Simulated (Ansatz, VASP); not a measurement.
Two plane-wave programs on W

The input INCAR:

```
SYSTEM = W
  PREC = Accurate
  ENCUT = 500
  EDIFF = 1E-6
  ISMEAR = 0
  SIGMA = 0.1
  LREAL = .FALSE.
  LASPH = .TRUE.
  NELM = 120
  ALGO = Normal
  ISIF = 2
  LWAVE = .FALSE.
  LCHARG = .FALSE.
  GGA = PE
  IVDW = 12
  NBANDS = 13
  GGA_COMPAT = .FALSE.
```

KPOINTS

```
Automatic mesh
0
G
  8 8 8
  0 0 0
```

POSCAR

```
W
1.0
   -1.5750000000      1.5750000000      1.5750000000
    1.5750000000     -1.5750000000      1.5750000000
    1.5750000000      1.5750000000     -1.5750000000
W
1
Direct
    0.0000000000      0.0000000000      0.0000000000
```

Input for Ansatz:

```yaml
crystal:
  lattice:
    - [-1.575, 1.575, 1.575]
    - [1.575, -1.575, 1.575]
    - [1.575, 1.575, -1.575]
  atoms:
    - { symbol: W, position: [0.0, 0.0, 0.0] }
basis:
  ecutwfc: 420
kpoints:
  mp_grid: { grid: [8, 8, 8] }
hamiltonian:
  xc: pbe
  dispersion: d3bj
  pseudopotentials: { kind: paw, azcp: { folder: soft_1 } }
scf:
  occupations: { method: gaussian, width: 0.1 }
output:
  forces: true
  stress: true
  eigenvalues: true
```

Alike in both runs: task single point; functional PBE; dispersion D3(BJ); k mesh 8 × 8 × 8; occupations gaussian, width 0.1 eV; no spin polarisation.

```csv
,VASP,Ansatz
version,VASP 6.6.1,Ansatz 0.2.0
potentials or method,"VASP PAW PBE potentials, release 64 (W_sv), cutoff 500 eV","scalar-relativistic, plane waves, PAW"
valence electrons in the cell,14,14
```

Ansatz gave:

| Property | Result |
| --- | --- |
| gap on the k mesh at the Fermi level (eV) | none |
| pressure (GPa) | 3.4 |

Which values does VASP return?

gap on the k mesh at the Fermi level (eV): none; pressure (GPa): 4.0.

A gap of «none» marks a metal or a gap that the smearing closes.

Neither program's run includes spin-orbit coupling.
